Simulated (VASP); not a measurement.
# Cs (I4/mmm) in VASP: further runs

The runs below take Cs through single point, with PBEsol+D3(BJ).

Everything below comes from runs of VASP 6.6.1. Logs are shortened: lines on timing, memory, paths and dates and some standing lists are left out, and cuts for length are marked.

### 1 The cell of the first run

Symmetry: I4/mmm, No. 139, tetragonal system. The conventional cell has a = 5.388 Å, b = 5.388 Å, c = 8.027 Å, α = 90.00°, β = 90.00°, γ = 90.00°.

### 2 Single point, PBEsol+D3(BJ)

Input file INCAR:

```
PREC = Accurate
ENCUT = 520
EDIFF = 1E-6
ISMEAR = -1
SIGMA = 0.2
LREAL = False
LASPH = True
NELM = 80
ALGO = Normal
ISIF = 2
LWAVE = False
LCHARG = True
GGA = PS
IVDW = 12
LELF = True
LVHAR = True
NBANDS = 10
```

Input file KPOINTS:

```
Automatic mesh
0
Gamma
  6 6 6
```

Input file POSCAR:

```
Cs
1.0
   -2.6939401659      2.6939401659      4.0135993881
    2.6939401659     -2.6939401659      4.0135993881
    2.6939401659      2.6939401659     -4.0135993881
Cs
1
Direct
    0.0000000000      0.0000000000      0.0000000000
```

Potentials or basis: VASP PAW PBE potentials, release 64 (Cs_sv).

Command:

```bash
$ cat potpaw_PBE.64/Cs_sv/POTCAR > POTCAR
$ mpirun -np 1 vasp_std > vasp.out
```

OUTCAR:

```text
PREC = Accurate
   ENCUT = 520
   EDIFF = 1E-6
   ISMEAR = -1
   LREAL = False
   LASPH = True
   NELM = 80
   ISIF = 2
   GGA = PS
   IVDW = 12
 IVDW          = 12

 ion  position               nearest neighbor table
   1  0.000  0.000  0.000-

  LATTYP: Found a body centered tetragonal cell.
 ALAT       =     5.3878803318
 C/A-ratio  =     1.4898621131

  Lattice vectors:

 A1 = (  -2.6939401659,   2.6939401659,   4.0135993881)
 A2 = (   2.6939401659,  -2.6939401659,   4.0135993881)
 A3 = (   2.6939401659,   2.6939401659,  -4.0135993881)

Analysis of symmetry for initial positions (statically):
=====================================================================
 Subroutine PRICEL returns:
 Original cell was already a primitive cell.

 Routine SETGRP: Setting up the symmetry group for a
 body centered tetragonal supercell.

 Subroutine GETGRP returns: Found 16 space group operations
 (whereof 16 operations were pure point group operations)
 out of a pool of 16 trial point group operations.

The static configuration has the point symmetry D_4h.

Analysis of symmetry for dynamics (positions and initial velocities):
=====================================================================
 Subroutine PRICEL returns:
 Original cell was already a primitive cell.

 Routine SETGRP: Setting up the symmetry group for a
 body centered tetragonal supercell.

 Subroutine GETGRP returns: Found 16 space group operations
 (whereof 16 operations were pure point group operations)
 out of a pool of 16 trial point group operations.

The dynamic configuration has the point symmetry D_4h.

 Subroutine INISYM returns: Found 16 space group operations
 (whereof 16 operations are pure point group operations),
 and found     1 'primitive' translations

----------------------------------------------------------------------------------------

                                     Primitive cell

  volume of cell :     116.5118

  direct lattice vectors                    reciprocal lattice vectors
    -2.693940166  2.693940166  4.013599388     0.000000000  0.185601747  0.124576459
     2.693940166 -2.693940166  4.013599388     0.185601747  0.000000000  0.124576459
     2.693940166  2.693940166 -4.013599388     0.185601747  0.185601747  0.000000000

  length of vectors
     5.533860071  5.533860071  5.533860071     0.223533672  0.223533672  0.262480507

  position of ions in fractional coordinates (direct lattice)
     0.000000000  0.000000000  0.000000000

  ion indices of the primitive-cell ions
   primitive index   ion index
                 1           1

----------------------------------------------------------------------------------------

 KPOINTS: Automatic mesh

Automatic generation of k-mesh.
 Grid dimensions read from file:
 generate k-points for:    6    6    6

 Generating k-lattice:

  Cartesian coordinates                     Fractional coordinates (reciprocal lattice)
     0.000000000  0.030933624  0.020762743     0.166666667 -0.000000000  0.000000000
     0.030933624  0.000000000  0.020762743    -0.000000000  0.166666667  0.000000000
     0.030933624  0.030933624  0.000000000     0.000000000  0.000000000  0.166666667

  Length of vectors
     0.037255612  0.037255612  0.043746751

  Shift w.r.t. Gamma in fractional coordinates (k-lattice)
     0.000000000  0.000000000  0.000000000

 Subroutine IBZKPT returns following result:
 ===========================================

 Found     30 irreducible k-points:

 Following reciprocal coordinates:
            Coordinates               Weight
  0.000000  0.000000  0.000000      1.000000
  0.166667  0.000000  0.000000      8.000000
  0.333333  0.000000 -0.000000      8.000000
  0.500000  0.000000 -0.000000      4.000000
  0.166667  0.166667 -0.000000      8.000000
  0.333333  0.166667 -0.000000     16.000000
[... 16 lines left out ...]
 -0.333333 -0.333333  0.166667      8.000000
 -0.166667 -0.333333  0.166667      8.000000
 [... further k-points ...]
   k-points           NKPTS =     30   k-points in BZ     NKDIM =     30   number of bands    NBANDS=     10
   number of dos      NEDOS =    301   number of ions     NIONS =      1
   total plane-waves  NPLWV =  74088
   dimension x,y,z NGX =    42 NGY =   42 NGZ =   42
   dimension x,y,z NGXF=    84 NGYF=   84 NGZF=   84
   ions per type =               1
   NGX,Y,Z   is equivalent  to a cutoff of  12.62, 12.62, 12.62 a.u.
   NGXF,Y,Z  is equivalent  to a cutoff of  25.23, 25.23, 25.23 a.u.
 SYSTEM =  unknown system
   PREC   = accura    normal or accurate (medium, high low for compatibility)
   ISTART =      0    job   : 0-new  1-cont  2-samecut
   ICHARG =      2    charge: 1-file 2-atom 10-const
   ISPIN  =      1    spin polarized calculation?
   LNONCOLLINEAR =      F non collinear calculations
   LSORBIT =      F    spin-orbit coupling
   LASPH  =      T    aspherical Exc in radial PAW
   ENCUT  =  520.0 eV  38.22 Ry    6.18 a.u.  10.29 10.29 10.29*2*pi/ulx,y,z
   NELM   =     80;   NELMIN=  2; NELMDL= -5     # of ELM steps
   EDIFF  = 0.1E-05   stopping-criterion for ELM
   LREAL  =      F    real-space projection
   EDIFFG = 0.1E-04   stopping-criterion for IOM
   NSW    =      0    number of steps for IOM
   IBRION =     -1    ionic relax: 0-MD 1-quasi-New 2-CG
   NFREE  =      0    steps in history (QN), initial steepest desc. (CG)
   ISIF   =      2    stress and relaxation
   ISYM   =      2    0-nonsym 1-usesym 2-fastsym
   POTIM  = 0.5000    time-step for ionic-motion
   TEBEG  =    0.0;   TEEND  =   0.0 temperature during run
   PSTRESS=    0.0 pullay stress
   NELECT =       9.0000    total number of electrons
   NUPDOWN=      -1.0000    fix difference up-down
   EMIN   =  10.00;   EMAX   =-10.00  energy-range for DOS
   EFERMI =   0.00;   METHOD = LEGACY
   ISMEAR =    -1;   SIGMA  =   0.20  broadening in eV -4-tet -1-fermi 0-gaus
   EFERMI_NEDOS =   21; number of points for ismear=-14 and -15
   IALGO  =     38    algorithm
   IMIX   =      4    mixing-type and parameters
     AMIX     =   0.40;   BMIX     =  1.00
     AMIX_MAG =   1.60;   BMIX_MAG =  1.00
  volume/ion in A,a.u.               =     116.51       786.26
  Fermi-wavevector in a.u.,A,eV,Ry     =   0.697213  1.317542  6.613880  0.486106
  Thomas-Fermi vector in A             =   1.780479
   LORBIT       =      0    0 simple, 1 ext, 2 COOP (PROOUT), +10 PAW based schemes
   GGA     = PS    functional components
   LHFCALC =     F    Hartree Fock is set to
   AEXX    =    0.0000 exact exchange contribution
   IVDW    =    12    specifies the selected vdW correction
   LEPSILON=     F    determine dielectric tensor
   LRPA    =     F    only Hartree local field effects (RPA)
 non-spin polarized calculation
  energy-cutoff  :      520.00
  volume of cell :      116.51
 maximum number of plane-waves:      3153
 NGX is ok and might be reduce to    42
   NGX = 21   NGY = 21   NGZ = 21

 number of electron       8.9999998 magnetization

 Free energy of the ion-electron system (eV)
  ---------------------------------------------------
  ext. energy  EPLUGINS =         0.00000000
  ---------------------------------------------------
  free energy    TOTEN  =        -1.01736898 eV

  energy without entropy =       -0.85928825  energy(sigma->0) =       -0.93832861

 E-fermi :   0.3017     XC(G=0):  -5.4399

 val. band max:        0.2966326764   @ k =   0.1667   0.1667   0.1667
 cond. band min:       0.3170510649   @ k =   0.5000   0.0000  -0.0000
 fundamental gap:      0.0204183885
 Fermi energy:         0.3016620217

 k-point     1 :       0.0000    0.0000    0.0000
  band No.  band energies     occupation
      1     -23.5030      2.00000
      2     -10.2278      2.00000
      3     -10.2255      2.00000
      4     -10.2255      2.00000
      5      -1.3259      1.99942
      6       2.6866      0.00001
      7       2.8599      0.00001
      8       2.8599      0.00001
      9       3.6930      0.00000
     10       4.0381      0.00000

 k-point     2 :       0.1667    0.0000    0.0000
  band No.  band energies     occupation
      1     -23.5016      2.00000
      2     -10.2599      2.00000
      3     -10.2328      2.00000
      4     -10.2288      2.00000
      5      -1.0447      1.99762
      6       2.3336      0.00008
      7       2.8211      0.00001
      8       2.9748      0.00000
      9       3.5868      0.00000
     10       3.8222      0.00000

 k-point     3 :       0.3333    0.0000   -0.0000
  band No.  band energies     occupation
      1     -23.4987      2.00000
      2     -10.3257      2.00000
      3     -10.2441      2.00000
      4     -10.2353      2.00000
      5      -0.3168      1.91315
      6       1.6157      0.00280
      7       2.6654      0.00001
      8       2.8998      0.00000
      9       4.0575      0.00000
     10       4.0879      0.00000

 k-point     4 :       0.5000    0.0000   -0.0000
  band No.  band energies     occupation
      1     -23.4972      2.00000
      2     -10.3578      2.00000
      3     -10.2497      2.00000
      4     -10.2385      2.00000
      5       0.3171      0.96155
      6       1.0993      0.03640
      7       2.5379      0.00003
      8       2.7748      0.00001
      9       4.6030      0.00000
     10       4.6766      0.00000

 k-point     5 :       0.1667    0.1667   -0.0000
  band No.  band energies     occupation
      1     -23.4997      2.00000
      2     -10.2881      2.00000
      3     -10.2524      2.00000
      4     -10.2357      2.00000
      5      -0.6183      1.98010
      6       2.0214      0.00037
      7       2.5369      0.00003
      8       3.1764      0.00000
      9       3.1866      0.00000
     10       4.1880      0.00000

 k-point     6 :       0.3333    0.1667   -0.0000
  band No.  band energies     occupation
      1     -23.4973      2.00000
      2     -10.3321      2.00000
      3     -10.2671      2.00000
      4     -10.2469      2.00000
      5       0.1739      1.30904
      6       1.4580      0.00615
      7       2.2228      0.00013
      8       2.8690      0.00001
      9       3.9221      0.00000
     10       4.5808      0.00000
[... 183 lines left out ...]
 k-point    21 :      -0.3333    0.5000    0.1667
  band No.  band energies     occupation
      1     -23.4960      2.00000
      2     -10.3270      2.00000
      3     -10.2939      2.00000
      4     -10.2623      2.00000
      5       1.0182      0.05410
      6       1.1270      0.03176
      7       1.7571      0.00138
      8       2.8691      0.00001
      9       3.9599      0.00000
     10       4.7242      0.00000

 k-point    22 :      -0.1667    0.5000    0.1667
  band No.  band energies     occupation
      1     -23.4970      2.00000
      2     -10.3418      2.00000
      3     -10.2676      2.00000
      4     -10.2453      2.00000
      5       0.4070      0.74248
      6       1.2267      0.01942
      7       2.1403      0.00020
      8       3.0002      0.00000
      9       4.1584      0.00000
     10       4.6567      0.00000

 k-point    23 :      -0.3333   -0.3333    0.1667
  band No.  band energies     occupation
      1     -23.4972      2.00000
      2     -10.3198      2.00000
      3     -10.2756      2.00000
      4     -10.2554      2.00000
      5       0.2217      1.19731
      6       1.6761      0.00207
      7       1.8023      0.00110
      8       3.1505      0.00000
      9       3.8097      0.00000
     10       4.6377      0.00000

 k-point    24 :      -0.1667   -0.3333    0.1667
  band No.  band energies     occupation
      1     -23.4991      2.00000
      2     -10.3033      2.00000
      3     -10.2501      2.00000
      4     -10.2439      2.00000
      5      -0.4108      1.94483
      6       1.8169      0.00102
      7       2.3342      0.00008
      8       3.1547      0.00000
      9       3.5467      0.00000
     10       4.3603      0.00000

 [... further k-points ...]

------------------------ aborting loop because EDIFF is reached ----------------------------------------

 Edisp (eV)   -0.11153

 E8    (eV) :    -0.0892

  FORCE on cell =-STRESS in cart. coord.  units (eV):
  Direction    XX          YY          ZZ          XY          YZ          ZX
  --------------------------------------------------------------------------------------
  -------------------------------------------------------------------------------------
  Total      -0.19391    -0.19391    -0.21446     0.00000    -0.00000     0.00000
  in kB      -2.66647    -2.66647    -2.94909     0.00000    -0.00000     0.00000
  external pressure =       -2.76 kB  Pullay stress =        0.00 kB

 VOLUME and BASIS-vectors are now :
 -----------------------------------------------------------------------------
  energy-cutoff  :      520.00
  volume of cell :      116.51
      direct lattice vectors                 reciprocal lattice vectors
    -2.693940166  2.693940166  4.013599388     0.000000000  0.185601747  0.124576459
     2.693940166 -2.693940166  4.013599388     0.185601747  0.000000000  0.124576459
     2.693940166  2.693940166 -4.013599388     0.185601747  0.185601747  0.000000000

 POSITION                                       TOTAL-FORCE (eV/Angst)
 -----------------------------------------------------------------------------------
      0.00000      0.00000      0.00000         0.000000      0.000000      0.000000
 -----------------------------------------------------------------------------------
    total drift:                               -0.000000      0.000000     -0.000000

  FREE ENERGIE OF THE ION-ELECTRON SYSTEM (eV)
  ---------------------------------------------------
  free  energy   TOTEN  =        -1.1288994237 eV

  energy  without entropy=       -0.9708186980  energy(sigma->0) =       -1.04985906
```

Run time: 55 s. Hardware: 1 thread of Intel Xeon 8259CL, shared host; peak memory 0.26 GiB.

Results:

```
Free energy                : -1.1289 eV
Pressure                   : -0.3 GPa
Band gap on the k mesh     : zero (an odd number of electrons rules out a gap without spin polarisation)
Dispersion energy per atom : -0.112 eV
```

Caveat: three body term missing; the PAW data sets were made with another functional, which shifts forces and pressure a little; spin-orbit coupling is left out, which moves the levels of the heavy elements.

[end of part 1 of 3]
